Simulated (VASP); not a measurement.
Write the native input for VASP 6.6.1 that does the following.

```
Task                   : relaxation of the atoms
Functional             : PBEsol
Potentials or basis    : VASP PAW PBE potentials, release 64 (Hf_pv, C)
Cutoff                 : 520 eV
k mesh                 : 12 × 12 × 1
Occupations            : gaussian, width 0.1 eV
Spin                   : no spin polarisation
Dipole correction      : yes
Further INCAR settings : ALGO = Normal; EDIFF = 1e-06; IBRION = 2; EDIFFG = -0.02; NSW = 80
```

The structure of HfC lies in POSCAR:

```
HfC
1.0
    3.2578677663      0.0000000000      0.0000000000
   -1.6289338832      2.8213962478      0.0000000000
    0.0000000000      0.0000000000     26.9701705153
Hf C
5 5
Direct
    0.3333333333      0.6666666667      0.2780850049
    0.0000000000      0.0000000000      0.3767138916
    0.6666666667      0.3333333333      0.4753427783
    0.3333333333      0.6666666667      0.5739716650
    0.0000000000      0.0000000000      0.6726005517
    0.6666666667      0.3333333333      0.3273994483
    0.3333333333      0.6666666667      0.4260283350
    0.0000000000      0.0000000000      0.5246572217
    0.6666666667      0.3333333333      0.6232861084
    0.3333333333      0.6666666667      0.7219149951
```

One way to write it, as run:

INCAR

```
PREC = Accurate
ENCUT = 520
EDIFF = 1E-6
ISMEAR = 0
SIGMA = 0.1
LREAL = F
LASPH = T
NELM = 100
ALGO = Normal
ISIF = 2
LWAVE = F
LCHARG = F
LDIPOL = T
IDIPOL = 3
DIPOL = 0.5 0.5 0.500
GGA = PS
IBRION = 2
NSW = 80
EDIFFG = -0.02
KPAR = 4
```

KPOINTS

```
regular mesh
0
Gamma
  12 12 1
```

Potentials or basis: VASP PAW PBE potentials, release 64 (Hf_pv, C).

Run with:

```sh
$ cat potpaw_PBE.64/Hf_pv/POTCAR potpaw_PBE.64/C/POTCAR > POTCAR
$ mpirun -np 4 vasp_std > vasp.out
```

It gave:

```
Energy gained by relaxing    : 29.8 meV/atom
Ionic steps                  : 16
Largest force after relaxing : 0.018 eV/Å
Band gap on the k mesh       : zero (bands 35 and 36 overlap by 0.83 eV)
```

Caveat: the PAW data sets were made with another functional, which shifts forces and pressure a little; spin-orbit coupling is left out, which moves the levels of the heavy elements.

Wall time 28 min on 4 MPI ranks on AMD EPYC 7R13 Processor (Zen 3), with other jobs on the host, peak memory 0.44 GiB a rank.
